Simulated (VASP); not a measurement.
# Ti3Al (Amm2) in VASP: further runs

The runs below take Ti3Al through single point, with PBEsol.

Everything below comes from runs of VASP 6.6.1. Logs are shortened: lines on timing, memory, paths and dates and some standing lists are left out, and cuts for length are marked.

## (1) The cell of the first run

It takes space group Amm2 (No. 38, orthorhombic). The conventional cell has a = 9.139 Å, b = 2.896 Å, c = 5.016 Å, α = 90.00°, β = 90.00°, γ = 90.00°. Ti (site symmetry mm2) has 12 Ti at 2.82 to 2.90 Å within 3.7 Å. Ti (site symmetry m) has 3 Al at 2.71 to 2.91 Å and 9 Ti at 2.82 to 2.90 Å within 3.6 Å. Within 3.6 Å of Al (site symmetry mm2) lie 6 Ti at 2.71 to 2.91 Å and 6 Al at 2.90 Å.

## (2) Single point, PBEsol (all Al atoms moved -0.225 Å, as atom 4 along Cartesian [0 1 0])

Input file INCAR:

```
SYSTEM = Ti3Al
PREC = Accurate
ENCUT = 520
EDIFF = 1E-6
ISMEAR = 0
SIGMA = 0.15
LREAL = .FALSE.
LASPH = .TRUE.
NELM = 60
ALGO = Fast
ISIF = 2
LWAVE = .FALSE.
LCHARG = .FALSE.
GGA = PS
NBANDS = 28
```

Input file KPOINTS:

```
Automatic mesh
0
G
  18 18 6
  0 0 0
```

Input file POSCAR:

```
Ti3Al
1.0
    2.8957824532      0.0000000000      0.0000000000
   -1.4478912266      2.5078211683      0.0000000000
    0.0000000000      0.0000000000      9.1393541757
Ti Al
3 1
Direct
    0.6666666667      0.3333333333      0.0000000000
    0.3333333333      0.6666666667      0.7511761438
    0.3333333333      0.6666666667      0.2488238562
    0.6218070086      0.2436140173      0.5000000000
```

Potentials or basis: VASP PAW PBE potentials, release 64 (Ti_sv, Al).

Started as:

```sh
$ cat potpaw_PBE.64/Ti_sv/POTCAR potpaw_PBE.64/Al/POTCAR > POTCAR
$ mpirun -np 1 vasp_std > vasp.out
```

OUTCAR:

```text
SYSTEM = Ti3Al
   PREC = Accurate
   ENCUT = 520
   EDIFF = 1E-6
   ISMEAR = 0
   LREAL = .FALSE.
   LASPH = .TRUE.
   NELM = 60
   ISIF = 2
   GGA = PS

 ion  position               nearest neighbor table
   1  0.667  0.333  0.000-   2 2.82   3 2.82   2 2.82   3 2.82   2 2.82   3 2.82
   2  0.333  0.667  0.751-   4 2.71   1 2.82   1 2.82   1 2.82   4 2.91   4 2.91
   3  0.333  0.667  0.249-   4 2.71   1 2.82   1 2.82   1 2.82   4 2.91   4 2.91
   4  0.622  0.244  0.500-   2 2.71   3 2.71   2 2.91   3 2.91   2 2.91   3 2.91

  LATTYP: Found a hexagonal cell.
 ALAT       =     2.8957824532
 C/A-ratio  =     3.1560914272

  Lattice vectors:

 A1 = (   2.8957824532,   0.0000000000,   0.0000000000)
 A2 = (  -1.4478912266,   2.5078211683,   0.0000000000)
 A3 = (   0.0000000000,   0.0000000000,   9.1393541757)

Analysis of symmetry for initial positions (statically):
=====================================================================
 Subroutine PRICEL returns:
 Original cell was already a primitive cell.

 Routine SETGRP: Setting up the symmetry group for a
 hexagonal supercell.

 Subroutine GETGRP returns: Found  4 space group operations
 (whereof  4 operations were pure point group operations)
 out of a pool of 24 trial point group operations.

The static configuration has the point symmetry C_2v.

Analysis of symmetry for dynamics (positions and initial velocities):
=====================================================================
 Subroutine PRICEL returns:
 Original cell was already a primitive cell.

 Routine SETGRP: Setting up the symmetry group for a
 hexagonal supercell.

 Subroutine GETGRP returns: Found  4 space group operations
 (whereof  4 operations were pure point group operations)
 out of a pool of 24 trial point group operations.

The dynamic configuration has the point symmetry C_2v.

 Subroutine INISYM returns: Found  4 space group operations
 (whereof  4 operations are pure point group operations),
 and found     1 'primitive' translations

----------------------------------------------------------------------------------------

                                     Primitive cell

  volume of cell :      66.3709

  direct lattice vectors                    reciprocal lattice vectors
     2.895782453  0.000000000  0.000000000     0.345329808  0.199376258  0.000000000
    -1.447891227  2.507821168  0.000000000     0.000000000  0.398752516  0.000000000
     0.000000000  0.000000000  9.139354176     0.000000000  0.000000000  0.109416922

  length of vectors
     2.895782453  2.895782453  9.139354176     0.398752516  0.398752516  0.109416922

  position of ions in fractional coordinates (direct lattice)
     0.666666667  0.333333333  0.000000000
     0.333333333  0.666666667  0.751176144
     0.333333333  0.666666667  0.248823856
     0.621807009  0.243614017  0.500000000

  ion indices of the primitive-cell ions
   primitive index   ion index
                 1           1
                 2           2
                 3           3
                 4           4

----------------------------------------------------------------------------------------

 KPOINTS: Automatic mesh

Automatic generation of k-mesh.
 Grid dimensions read from file:
 generate k-points for:   18   18    6

 Generating k-lattice:

  Cartesian coordinates                     Fractional coordinates (reciprocal lattice)
     0.019184989  0.011076459  0.000000000     0.055555556 -0.000000000  0.000000000
     0.000000000  0.022152918  0.000000000     0.000000000  0.055555556  0.000000000
     0.000000000  0.000000000  0.018236154     0.000000000  0.000000000  0.166666667

  Length of vectors
     0.022152918  0.022152918  0.018236154

  Shift w.r.t. Gamma in fractional coordinates (k-lattice)
     0.000000000  0.000000000  0.000000000

 Subroutine IBZKPT returns following result:
 ===========================================

 Found    364 irreducible k-points:

 Following reciprocal coordinates:
            Coordinates               Weight
  0.000000  0.000000  0.000000      1.000000
  0.055556  0.000000  0.000000      4.000000
  0.000000  0.055556  0.000000      2.000000
  0.111111  0.000000  0.000000      4.000000
  0.000000  0.111111  0.000000      2.000000
  0.166667  0.000000  0.000000      4.000000
[... 16 lines left out ...]
 -0.055556  0.166667  0.000000      4.000000
 -0.166667  0.111111  0.000000      4.000000
 [... further k-points ...]
   k-points           NKPTS =    364   k-points in BZ     NKDIM =    364   number of bands    NBANDS=     28
   number of dos      NEDOS =    301   number of ions     NIONS =      4
   total plane-waves  NPLWV =  40320
   dimension x,y,z NGX =    24 NGY =   24 NGZ =   70
   dimension x,y,z NGXF=    48 NGYF=   48 NGZF=  140
   ions per type =               3   1
   NGX,Y,Z   is equivalent  to a cutoff of  13.78, 13.78, 12.73 a.u.
   NGXF,Y,Z  is equivalent  to a cutoff of  27.56, 27.56, 25.47 a.u.
 SYSTEM =  Ti3Al
   PREC   = accura    normal or accurate (medium, high low for compatibility)
   ISTART =      0    job   : 0-new  1-cont  2-samecut
   ICHARG =      2    charge: 1-file 2-atom 10-const
   ISPIN  =      1    spin polarized calculation?
   LNONCOLLINEAR =      F non collinear calculations
   LSORBIT =      F    spin-orbit coupling
   LASPH  =      T    aspherical Exc in radial PAW
   ENCUT  =  520.0 eV  38.22 Ry    6.18 a.u.   5.38  5.38 16.99*2*pi/ulx,y,z
   NELM   =     60;   NELMIN=  2; NELMDL= -5     # of ELM steps
   EDIFF  = 0.1E-05   stopping-criterion for ELM
   LREAL  =      F    real-space projection
   EDIFFG = 0.1E-04   stopping-criterion for IOM
   NSW    =      0    number of steps for IOM
   IBRION =     -1    ionic relax: 0-MD 1-quasi-New 2-CG
   NFREE  =      0    steps in history (QN), initial steepest desc. (CG)
   ISIF   =      2    stress and relaxation
   ISYM   =      2    0-nonsym 1-usesym 2-fastsym
   POTIM  = 0.5000    time-step for ionic-motion
   TEBEG  =    0.0;   TEEND  =   0.0 temperature during run
   PSTRESS=    0.0 pullay stress
   NELECT =      39.0000    total number of electrons
   NUPDOWN=      -1.0000    fix difference up-down
   EMIN   =  10.00;   EMAX   =-10.00  energy-range for DOS
   EFERMI =   0.00;   METHOD = LEGACY
   ISMEAR =     0;   SIGMA  =   0.15  broadening in eV -4-tet -1-fermi 0-gaus
   EFERMI_NEDOS =   21; number of points for ismear=-14 and -15
   IALGO  =     68    algorithm
   IMIX   =      4    mixing-type and parameters
     AMIX     =   0.40;   BMIX     =  1.00
     AMIX_MAG =   1.60;   BMIX_MAG =  1.00
  volume/ion in A,a.u.               =      16.59       111.97
  Fermi-wavevector in a.u.,A,eV,Ry     =   1.371209  2.591210 25.581871  1.880214
  Thomas-Fermi vector in A             =   2.496926
   LORBIT       =      0    0 simple, 1 ext, 2 COOP (PROOUT), +10 PAW based schemes
   GGA     = PS    functional components
   LHFCALC =     F    Hartree Fock is set to
   AEXX    =    0.0000 exact exchange contribution
   IVDW    =     0    specifies the selected vdW correction
   LEPSILON=     F    determine dielectric tensor
   LRPA    =     F    only Hartree local field effects (RPA)
 non-spin polarized calculation
 RMM-DIIS sequential band-by-band and
 Gauss-broadening in eV      SIGMA  =   0.15
  energy-cutoff  :      520.00
  volume of cell :       66.37
 maximum number of plane-waves:      1828
 NGX is ok and might be reduce to    24
   NGX = 11   NGY = 11   NGZ = 33

 number of electron      38.9999993 magnetization

 Free energy of the ion-electron system (eV)
  ---------------------------------------------------
  ext. energy  EPLUGINS =         0.00000000
  ---------------------------------------------------
  free energy    TOTEN  =       -29.57810585 eV

  energy without entropy =      -29.53524683  energy(sigma->0) =      -29.55667634

 E-fermi :   8.1998     XC(G=0): -11.4537

 val. band max:        8.1987930882   @ k =   0.1111   0.0556   0.0000
 cond. band min:       8.2034916668   @ k =   0.5000   0.4444   0.5000
 fundamental gap:      0.0046985787
 Fermi energy:         8.1997578575

 k-point     1 :       0.0000    0.0000    0.0000
  band No.  band energies     occupation
      1     -48.2302      2.00000
      2     -48.1704      2.00000
      3     -48.1062      2.00000
      4     -24.8831      2.00000
      5     -24.6001      2.00000
      6     -24.2774      2.00000
[... 20 lines left out ...]
     27      10.3942      0.00000
     28      11.0148      0.00000

 k-point     2 :       0.0556    0.0000    0.0000
  band No.  band energies     occupation
      1     -48.2268      2.00000
      2     -48.1678      2.00000
      3     -48.1044      2.00000
      4     -24.8773      2.00000
      5     -24.6001      2.00000
      6     -24.2866      2.00000
[... 20 lines left out ...]
     27      10.3585      0.00000
     28      10.9961      0.00000

 k-point     3 :       0.0000    0.0556    0.0000
  band No.  band energies     occupation
      1     -48.2268      2.00000
      2     -48.1678      2.00000
      3     -48.1044      2.00000
      4     -24.8772      2.00000
      5     -24.6001      2.00000
      6     -24.2858      2.00000
[... 20 lines left out ...]
     27      10.3604      0.00000
     28      11.0240      0.00000

 k-point     4 :       0.1111    0.0000    0.0000
  band No.  band energies     occupation
      1     -48.2169      2.00000
      2     -48.1604      2.00000
      3     -48.0994      2.00000
      4     -24.8604      2.00000
      5     -24.6017      2.00000
      6     -24.3190      2.00000
[... 20 lines left out ...]
     27      10.2827      0.00000
     28      10.9306      0.00000

 k-point     5 :       0.0000    0.1111    0.0000
  band No.  band energies     occupation
      1     -48.2169      2.00000
      2     -48.1603      2.00000
      3     -48.0994      2.00000
      4     -24.8603      2.00000
      5     -24.6015      2.00000
      6     -24.3157      2.00000
[... 20 lines left out ...]
     27      10.2831      0.00000
     28      10.8989      0.00000

 k-point     6 :       0.1667    0.0000    0.0000
  band No.  band energies     occupation
      1     -48.2015      2.00000
      2     -48.1489      2.00000
      3     -48.0920      2.00000
      4     -24.8346      2.00000
      5     -24.6093      2.00000
      6     -24.3778      2.00000
[... 463 lines left out ...]
      5     -24.6009      2.00000
      6     -24.3082      2.00000
[... 20 lines left out ...]
     27      10.2971      0.00000
     28      10.9611      0.00000

 k-point    22 :       0.1111    0.0556    0.0000
  band No.  band energies     occupation
      1     -48.2075      2.00000
      2     -48.1533      2.00000
      3     -48.0948      2.00000
      4     -24.8445      2.00000
      5     -24.6051      2.00000
      6     -24.3514      2.00000
[... 20 lines left out ...]
     27      10.3227      0.00000
     28      10.8805      0.00000

 k-point    23 :      -0.0556    0.1667    0.0000
  band No.  band energies     occupation
      1     -48.2075      2.00000
      2     -48.1533      2.00000
      3     -48.0948      2.00000
      4     -24.8444      2.00000
      5     -24.6050      2.00000
      6     -24.3492      2.00000
[... 20 lines left out ...]
     27      10.3185      0.00000
     28      10.8749      0.00000

 k-point    24 :      -0.1667    0.1111    0.0000
  band No.  band energies     occupation
      1     -48.2075      2.00000
      2     -48.1533      2.00000
      3     -48.0948      2.00000
      4     -24.8446      2.00000
      5     -24.6053      2.00000
      6     -24.3546      2.00000
[... 20 lines left out ...]
     27      10.2665      0.00000
     28      10.9354      0.00000

 [... further k-points ...]

------------------------ aborting loop because EDIFF is reached ----------------------------------------

  FORCE on cell =-STRESS in cart. coord.  units (eV):
  Direction    XX          YY          ZZ          XY          YZ          ZX
  --------------------------------------------------------------------------------------
  -------------------------------------------------------------------------------------
  Total       -0.6808889      0.4497478      0.3167860      0.0000000      0.0000000      0.0000000
  in kB      -16.4364803     10.8567950      7.6471306      0.0000000      0.0000000      0.0000000
  external PRESSURE =       0.6891484 kB  Pullay stress =       0.0000000 kB

 VOLUME and BASIS-vectors are now :
 -----------------------------------------------------------------------------
  energy-cutoff  :      520.00
  volume of cell :       66.37
      direct lattice vectors                 reciprocal lattice vectors
     2.895782453  0.000000000  0.000000000     0.345329808  0.199376258  0.000000000
    -1.447891227  2.507821168  0.000000000     0.000000000  0.398752516  0.000000000
     0.000000000  0.000000000  9.139354176     0.000000000  0.000000000  0.109416922

 POSITION                                       TOTAL-FORCE (eV/Angst)
 -----------------------------------------------------------------------------------
      1.44789      0.83594      0.00000        -0.000000      0.004986     -0.000000
     -0.00000      1.67188      6.86526        -0.000000     -0.302425      0.086660
     -0.00000      1.67188      2.27409        -0.000000     -0.302425     -0.086660
      1.44789      0.61094      4.56968         0.000000      0.599864     -0.000000
 -----------------------------------------------------------------------------------
    total drift:                                0.000000      0.000049     -0.000000

  FREE ENERGIE OF THE ION-ELECTRON SYSTEM (eV)
  ---------------------------------------------------
  free  energy   TOTEN  =       -29.5781058473 eV

  energy  without entropy=      -29.5352468341  energy(sigma->0) =      -29.55667634
```

It took 20 min on 1 thread of Intel Xeon 6975P-C (Granite Rapids), shared host; peak memory 0.62 GiB.

Results:

| Property | Result |
| --- | --- |
| Free energy | -29.5781 eV |
| Pressure | 0.1 GPa |
| Largest force | 0.600 eV/Å |
| Band gap on the k mesh | zero (an odd number of electrons rules out a gap without spin polarisation) |

Forces in eV/Å, atoms in the order of the input:
```
Ti   0.000  0.005  0.000
Ti   0.000 -0.302  0.087
Ti   0.000 -0.302 -0.087
Al   0.000  0.600  0.000
```

Levels at points of the mesh, in eV from the Fermi level:
| k point | band 16 | band 17 | band 18 | band 19 | band 20 | band 21 | band 22 | band 23 | band 24 | band 25 |
| --- | --- | --- | --- | --- | --- | --- | --- | --- | --- | --- |
| (0.00, 0.00, 0.00) | -2.53 | -0.79 | 0.55 | 0.77 | 0.85 | 0.85 | 0.94 | 0.96 | 1.26 | 1.28 |
| (0.50, 0.00, 0.00) | -2.15 | -1.49 | -1.26 | -0.58 | -0.34 | 0.90 | 1.05 | 1.19 | 1.80 | 2.51 |
| (0.00, 0.50, 0.00) | -2.13 | -1.51 | -1.31 | -0.72 | -0.39 | 0.93 | 1.10 | 1.19 | 1.82 | 2.52 |
| (0.00, 0.00, 0.50) | -3.16 | -1.06 | 0.49 | 0.80 | 0.85 | 0.86 | 0.93 | 0.95 | 1.27 | 1.29 |
| (0.50, 0.00, 0.50) | -2.09 | -1.55 | -1.24 | -0.96 | 0.07 | 0.88 | 0.92 | 1.10 | 1.92 | 2.66 |
| (0.00, 0.50, 0.50) | -2.01 | -1.62 | -1.26 | -0.95 | -0.11 | 0.89 | 0.96 | 1.11 | 1.94 | 2.81 |

Caveat: the cell differs from its parent crystal (all Al atoms moved -0.225 Å, as atom 4 along Cartesian [0 1 0]); the PAW data sets were made with another functional, which shifts forces and pressure a little.

(Continued in part 2 of 2.)
